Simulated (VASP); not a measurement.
# B4As3N (Pmm2) in VASP: a series of runs

B4As3N is run at these levels: r2SCAN, PBE; tasks: single point, relaxation of cell and atoms.

All numbers are computed with VASP 6.6.1; they aren't measurements. Logs are shortened: lines on timing, memory, paths and dates and some standing lists are left out, and cuts for length are marked.

## (1) The cell of the first run

The structure is orthorhombic, space group Pmm2 (No. 25). Conventional cell: a = 3.216 Å, b = 6.435 Å, c = 4.481 Å, α = 90.00°, β = 90.00°, γ = 90.00°. N (site symmetry mm2) has 4 B at 1.60 to 1.85 Å within 2.1 Å. Within 2.5 Å of B (site symmetry mm2) lie 2 N at 1.85 Å and 2 As at 2.05 Å. B (site symmetry m) has 1 N at 1.60 Å and 3 As at 2.04 to 2.17 Å within 2.2 Å. B (site symmetry mm2) has 4 As at 2.00 to 2.01 Å within 2.6 Å. Within 2.6 Å of As (site symmetry m) lie 4 B at 2.00 to 2.05 Å. As (site symmetry mm2) has 4 B at 2.01 to 2.17 Å within 2.7 Å.

## (2) Single point, r2SCAN

File POSCAR:

```
B4As3N
1.0
    3.2162138955      0.0000000000      0.0000000000
    0.0000000000      6.4352532121      0.0000000000
    0.0000000000      0.0000000000      4.4808361368
N B As
1 4 3
Direct
    0.0000000000      0.0000000000      0.0197455240
    0.5000000000      0.0000000000      0.8144476521
    0.0000000000      0.7965119452      0.2230970238
    0.5000000000      0.5000000000      0.7239226834
    0.0000000000      0.2034880548      0.2230970238
    0.5000000000      0.7688850663      0.5009152993
    0.0000000000      0.5000000000     -0.0061405057
    0.5000000000      0.2311149337      0.5009152993
```

File INCAR.step1:

```
SYSTEM = B4As3N
PREC = Accurate
ENCUT = 520
ISMEAR = -1
SIGMA = 0.02
LREAL = .False.
LASPH = .True.
NELM = 60
NBANDS = 26
GGA = PE
ALGO = Normal
EDIFF = 1E-4
LWAVE = .True.
LCHARG = .False.
```

File INCAR.step2:

```
SYSTEM = B4As3N
PREC = Accurate
ENCUT = 520
EDIFF = 1E-7
ISMEAR = -1
SIGMA = 0.02
LREAL = .False.
LASPH = .True.
NELM = 60
ALGO = Normal
ISIF = 2
LWAVE = .False.
LCHARG = .True.
METAGGA = R2SCAN
LMIXTAU = .True.
LELF = .True.
LVHAR = .True.
NBANDS = 26
ISTART = 1
```

File KPOINTS:

```
Automatic mesh
0
Gamma
  8 4 6
  0 0 0
```

Potentials or basis: VASP PAW PBE potentials, release 64 (N, B, As).

Started as:

```console
> cat potpaw_PBE.64/N/POTCAR potpaw_PBE.64/B/POTCAR potpaw_PBE.64/As/POTCAR > POTCAR
> cp INCAR.step1 INCAR
> mpirun -np 1 vasp_std > vasp.out
> cp INCAR.step2 INCAR
> mpirun -np 1 vasp_std > vasp.out
```

OUTCAR:

```text
SYSTEM = B4As3N
   PREC = Accurate
   ENCUT = 520
   EDIFF = 1E-7
   ISMEAR = -1
   LREAL = .False.
   LASPH = .True.
   NELM = 60
   ISIF = 2
   METAGGA = R2SCAN
   ISTART = 1

 ion  position               nearest neighbor table
   1  0.000  0.000  0.020-   3 1.60   5 1.60   2 1.85   2 1.85
   2  0.500  0.000  0.814-   1 1.85   1 1.85   8 2.05   6 2.05
   3  0.000  0.797  0.223-   1 1.60   6 2.04   6 2.04   7 2.17
   4  0.500  0.500  0.724-   6 2.00   8 2.00   7 2.01   7 2.01
   5  0.000  0.203  0.223-   1 1.60   8 2.04   8 2.04   7 2.17
   6  0.500  0.769  0.501-   4 2.00   3 2.04   3 2.04   2 2.05
   7  0.000  0.500  0.994-   4 2.01   4 2.01   5 2.17   3 2.17
   8  0.500  0.231  0.501-   4 2.00   5 2.04   5 2.04   2 2.05

  LATTYP: Found a simple orthorhombic cell.
 ALAT       =     3.2162138955
 B/A-ratio  =     1.3932021571
 C/A-ratio  =     2.0008784929

  Lattice vectors:

 A1 = (  -3.2162138955,   0.0000000000,   0.0000000000)
 A2 = (   0.0000000000,   0.0000000000,   4.4808361368)
 A3 = (   0.0000000000,   6.4352532121,   0.0000000000)

Analysis of symmetry for initial positions (statically):
=====================================================================
 Subroutine PRICEL returns:
 Original cell was already a primitive cell.

 Routine SETGRP: Setting up the symmetry group for a
 simple orthorhombic supercell.

 Subroutine GETGRP returns: Found  4 space group operations
 (whereof  4 operations were pure point group operations)
 out of a pool of  8 trial point group operations.

The static configuration has the point symmetry C_2v.

Analysis of symmetry for dynamics (positions and initial velocities):
=====================================================================
 Subroutine PRICEL returns:
 Original cell was already a primitive cell.

 Routine SETGRP: Setting up the symmetry group for a
 simple orthorhombic supercell.

 Subroutine GETGRP returns: Found  4 space group operations
 (whereof  4 operations were pure point group operations)
 out of a pool of  8 trial point group operations.

The dynamic configuration has the point symmetry C_2v.

 Subroutine INISYM returns: Found  4 space group operations
 (whereof  4 operations are pure point group operations),
 and found     1 'primitive' translations

----------------------------------------------------------------------------------------

                                     Primitive cell

  volume of cell :      92.7405

  direct lattice vectors                    reciprocal lattice vectors
     3.216213896  0.000000000  0.000000000     0.310924594  0.000000000  0.000000000
     0.000000000  6.435253212  0.000000000     0.000000000  0.155394041  0.000000000
     0.000000000  0.000000000  4.480836137     0.000000000  0.000000000  0.223172633

  length of vectors
     3.216213896  6.435253212  4.480836137     0.310924594  0.155394041  0.223172633

  position of ions in fractional coordinates (direct lattice)
     0.000000000  0.000000000  0.019745524
     0.500000000  0.000000000  0.814447652
     0.000000000  0.796511945  0.223097024
     0.500000000  0.500000000  0.723922683
     0.000000000  0.203488055  0.223097024
     0.500000000  0.768885066  0.500915299
     0.000000000  0.500000000  0.993859494
     0.500000000  0.231114934  0.500915299

  ion indices of the primitive-cell ions
   primitive index   ion index
                 1           1
                 2           2
                 3           3
                 4           4
                 5           5
                 6           6
                 7           7
                 8           8

----------------------------------------------------------------------------------------

 KPOINTS: Automatic mesh

Automatic generation of k-mesh.
 Grid dimensions read from file:
 generate k-points for:    8    4    6

 Generating k-lattice:

  Cartesian coordinates                     Fractional coordinates (reciprocal lattice)
     0.038865574  0.000000000  0.000000000     0.125000000  0.000000000  0.000000000
[... 46 lines left out ...]
  volume of cell :       92.74
 maximum number of plane-waves:      2524
 NGX is ok and might be reduce to    24
   NGX = 11   NGY = 23   NGZ = 17

 number of electron      32.0000000 magnetization

 Free energy of the ion-electron system (eV)
  ---------------------------------------------------
  ext. energy  EPLUGINS =         0.00000000
  ---------------------------------------------------
  free energy    TOTEN  =       -82.72952529 eV

  energy without entropy =      -82.72952471  energy(sigma->0) =      -82.72952500

 E-fermi :   7.0916     XC(G=0): -11.5611

 val. band max:        6.9124040193   @ k =   0.0000   0.0000   0.0000
 cond. band min:       7.2691869389   @ k =   0.0000   0.0000   0.0000
 fundamental gap:      0.3567829197
 Fermi energy:         7.0915946858

 k-point     1 :       0.0000    0.0000    0.0000
  band No.  band energies     occupation
      1     -12.1952      2.00000
      2      -8.8949      2.00000
      3      -7.2425      2.00000
      4      -5.8448      2.00000
      5      -2.7617      2.00000
      6      -1.3290      2.00000
[... 18 lines left out ...]
     25      13.4084      0.00000
     26      13.6646      0.00000

 k-point     2 :       0.1250    0.0000    0.0000
  band No.  band energies     occupation
      1     -12.0793      2.00000
      2      -8.7388      2.00000
      3      -7.0486      2.00000
      4      -5.7584      2.00000
      5      -2.6421      2.00000
      6      -1.3283      2.00000
[... 18 lines left out ...]
     25      12.6717      0.00000
     26      13.7619      0.00000

 k-point     3 :       0.2500    0.0000    0.0000
  band No.  band energies     occupation
      1     -11.7711      2.00000
      2      -8.3007      2.00000
      3      -6.4832      2.00000
      4      -5.6192      2.00000
      5      -2.3555      2.00000
      6      -1.5056      2.00000
[... 572 lines left out ...]
 k-point    23 :       0.2500    0.2500    0.1667
  band No.  band energies     occupation
      1     -11.6944      2.00000
      2      -8.2601      2.00000
      3      -6.8836      2.00000
      4      -5.2852      2.00000
      5      -2.4904      2.00000
      6      -2.2479      2.00000
[... 18 lines left out ...]
     25      13.8656      0.00000
     26      14.0679      0.00000

 k-point    24 :       0.3750    0.2500    0.1667
  band No.  band energies     occupation
      1     -11.3642      2.00000
      2      -7.5176      2.00000
      3      -6.3980      2.00000
      4      -5.0987      2.00000
      5      -2.6774      2.00000
      6      -2.4242      2.00000
[... 18 lines left out ...]
     25      13.2707      0.00000
     26      14.1970      0.00000

 [... further k-points ...]
[... 5 lines left out ...]
  --------------------------------------------------------------------------------------
  -------------------------------------------------------------------------------------
  Total        0.1891522      0.2756931      0.2422054      0.0000000      0.0000000      0.0000000
  in kB        3.2677761      4.7628497      4.1843191      0.0000000      0.0000000      0.0000000
  external PRESSURE =       4.0716483 kB  Pullay stress =       0.0000000 kB

 VOLUME and BASIS-vectors are now :
 -----------------------------------------------------------------------------
  energy-cutoff  :      520.00
  volume of cell :       92.74
      direct lattice vectors                 reciprocal lattice vectors
     3.216213896  0.000000000  0.000000000     0.310924594  0.000000000  0.000000000
     0.000000000  6.435253212  0.000000000     0.000000000  0.155394041  0.000000000
     0.000000000  0.000000000  4.480836137     0.000000000  0.000000000  0.223172633

 POSITION                                       TOTAL-FORCE (eV/Angst)
 -----------------------------------------------------------------------------------
      0.00000      0.00000      0.08848        -0.000000      0.000000     -0.039863
      1.60811      0.00000      3.64941        -0.000000      0.000000      0.043563
      0.00000      5.12576      0.99966         0.000000     -0.020823     -0.008190
      1.60811      3.21763      3.24378        -0.000000      0.000000     -0.001934
      0.00000      1.30950      0.99966        -0.000000      0.020823     -0.008190
      1.60811      4.94797      2.24452        -0.000000      0.000224     -0.002891
      0.00000      3.21763      4.45332        -0.000000      0.000000      0.020395
      1.60811      1.48728      2.24452        -0.000000     -0.000224     -0.002891
 -----------------------------------------------------------------------------------
    total drift:                               -0.000000     -0.000000     -0.000273

  FREE ENERGIE OF THE ION-ELECTRON SYSTEM (eV)
  ---------------------------------------------------
  free  energy   TOTEN  =       -82.7295252931 eV

  energy  without entropy=      -82.7295247107  energy(sigma->0) =      -82.72952500
```

Run time: 3.7 min. Hardware: 1 thread of Intel Xeon 6975P-C (Granite Rapids), shared host; peak memory 0.28 GiB.

Results:

* Free energy: -82.7295 eV
* Pressure: 0.4 GPa
* Largest force: 0.044 eV/Å
* Band gap on the k mesh: 0.36 eV

Forces on the atoms (eV/Å):
```
N    0.000  0.000 -0.040
B    0.000  0.000  0.044
B    0.000 -0.021 -0.008
B    0.000  0.000 -0.002
B    0.000  0.021 -0.008
As   0.000  0.000 -0.003
As   0.000  0.000  0.020
As   0.000  0.000 -0.003
```

Levels at points of the mesh, in eV from the valence-band top:
| k point | band 12 | band 13 | band 14 | band 15 | band 16 | band 17 | band 18 | band 19 | band 20 | band 21 |
| --- | --- | --- | --- | --- | --- | --- | --- | --- | --- | --- |
| (0.00, 0.00, 0.00) | -3.00 | -1.72 | -1.06 | -0.92 | 0.00 | 0.36 | 1.60 | 3.25 | 3.42 | 3.52 |
| (0.50, 0.00, 0.00) | -4.79 | -4.68 | -4.53 | -2.90 | -1.98 | 1.44 | 1.58 | 1.59 | 2.11 | 3.15 |
| (0.00, 0.50, 0.00) | -3.48 | -3.05 | -2.27 | -1.08 | -0.16 | 1.07 | 2.78 | 3.33 | 3.68 | 3.83 |
| (0.50, 0.50, 0.00) | -4.82 | -4.77 | -4.55 | -4.25 | -3.97 | 2.35 | 2.80 | 3.50 | 3.57 | 4.14 |
| (0.00, 0.00, 0.50) | -2.68 | -2.37 | -1.98 | -1.78 | -1.48 | 0.84 | 1.85 | 2.92 | 4.18 | 4.20 |
| (0.50, 0.00, 0.50) | -6.16 | -3.55 | -2.67 | -2.38 | -1.75 | 1.92 | 3.92 | 4.16 | 4.58 | 4.84 |
| (0.00, 0.50, 0.50) | -3.36 | -2.35 | -2.17 | -1.86 | -1.83 | 1.68 | 3.29 | 4.27 | 4.45 | 5.26 |
| (0.50, 0.50, 0.50) | -4.68 | -4.11 | -3.89 | -3.76 | -3.20 | 3.15 | 3.75 | 4.01 | 4.05 | 5.01 |

Caveat: semilocal functionals underestimate gaps, and a narrow one can read as zero; the PAW data sets were made with another functional, which shifts forces and pressure a little.

[end of part 1 of 2]
